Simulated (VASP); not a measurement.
Write the native input for VASP 6.6.1 that does the following.

| Item | Value |
| --- | --- |
| Task | single point |
| Functional | PBE |
| Potentials or basis | VASP PAW PBE potentials, release 64 (K_sv, Mg, Pd) |
| Cutoff | 600 eV |
| k mesh | 4 × 4 × 4 |
| Occupations | gaussian, width 0.1 eV |
| Spin | no spin polarisation |
| Dipole correction | no |
| Further INCAR settings | ALGO = Normal; EDIFF = 1e-06; NBANDS = 28 |

The structure of KMgPd3 lies in POSCAR:

```
KMgPd3
1.0
    4.9825022572      0.0000000000      0.0000000000
    0.0000000000      4.9825022572      0.0000000000
    0.0000000000      0.0000000000      4.9825022572
K Mg Pd
1 1 3
Direct
    0.5000000000      0.5000000000      0.5000000000
    0.0000000000      0.0000000000      0.0000000000
    0.5000000000      0.5000000000      0.0000000000
    0.5000000000      0.0000000000      0.5000000000
    0.0000000000      0.5000000000      0.5000000000
```

The cell was built from a structure type or drawn by symmetry, and may not be a known phase.

One way to write it, as run:

INCAR

```
SYSTEM = KMgPd3
PREC     = Accurate       ! precision mode
ENCUT    = 600            ! plane-wave cutoff, eV
EDIFF    = 1E-6           ! SCF threshold, eV
ISMEAR   = 0              ! smearing method
SIGMA    = 0.1            ! smearing width, eV
LREAL    = .FALSE.        ! projectors in reciprocal space
LASPH    = .TRUE.         ! aspherical terms in the spheres
NELM     = 120            ! most SCF steps
ALGO     = Normal         ! electronic algorithm
ISIF     = 2              ! what is computed and relaxed
LWAVE    = .FALSE.        ! write WAVECAR
LCHARG   = .FALSE.        ! write CHGCAR
GGA      = PE             ! functional
NBANDS   = 28             ! bands
GGA_COMPAT= .FALSE.
```

KPOINTS

```
regular mesh
0
G
  4 4 4
  0 0 0
```

Potentials or basis: VASP PAW PBE potentials, release 64 (K_sv, Mg, Pd).

Command:

```console
$ cat potpaw_PBE.64/K_sv/POTCAR potpaw_PBE.64/Mg/POTCAR potpaw_PBE.64/Pd/POTCAR > POTCAR
$ mpirun -np 1 vasp_std > vasp.out
```

It gave:

```yaml
Pressure: 0.4 GPa
Band_gap_on_the_k_mesh: zero (an odd number of electrons rules out a gap without spin polarisation)
```

Wall time 63 s on 1 thread of Intel Xeon 8259CL, with other jobs on the host, peak memory 0.26 GiB.
